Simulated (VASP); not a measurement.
Here is a VASP 6.6.1 calculation.

File INCAR:

```
PREC = Accurate ; ENCUT = 520
EDIFF = 1E-6 ; ISMEAR = 0
SIGMA = 0.1 ; LREAL = F
LASPH = T ; NELM = 150
ALGO = Normal ; ISIF = 2
LWAVE = F ; LCHARG = F
ISPIN = 2 ; MAGMOM = 0 0 0 0 0 0
LORBIT = 11 ; LMAXMIX = 4
GGA = PE ; NBANDS = 32
```

The input KPOINTS:

```
Automatic mesh
0
Gamma
  6 6 6
```

File POSCAR:

```
Li2NbO3
1.0
    2.7194428024      1.5700710340      2.6271213632
   -2.7194428024      1.5700710340      2.6271213632
    0.0000000000     -3.1401420680      2.6271213632
Li Nb O
2 1 3
Direct
    0.1798527492      0.1798527492      0.1798527492
    0.8201472508      0.8201472508      0.8201472508
    0.5000000000      0.5000000000      0.5000000000
    0.5000000000      0.0000000000      0.5000000000
    0.0000000000      0.5000000000      0.5000000000
    0.5000000000      0.5000000000      0.0000000000
```

Potentials or basis: VASP PAW PBE potentials, release 64 (Li_sv, Nb_sv, O).

The run is started by

```bash
$ cat potpaw_PBE.64/Li_sv/POTCAR potpaw_PBE.64/Nb_sv/POTCAR potpaw_PBE.64/O/POTCAR > POTCAR
$ mpirun -np 1 vasp_std > vasp.out
```

Question: Estimate the largest force.

Answer: 0.019 eV/Å.

Question: Predict the net moment.

Answer: 0.00 μB per cell.

Forces on the atoms (eV/Å):
```
Li   0.000  0.000 -0.019
Li   0.000  0.000  0.019
Nb   0.000  0.000  0.000
O    0.000  0.000  0.000
O    0.000  0.000  0.000
O    0.000  0.000  0.000
```
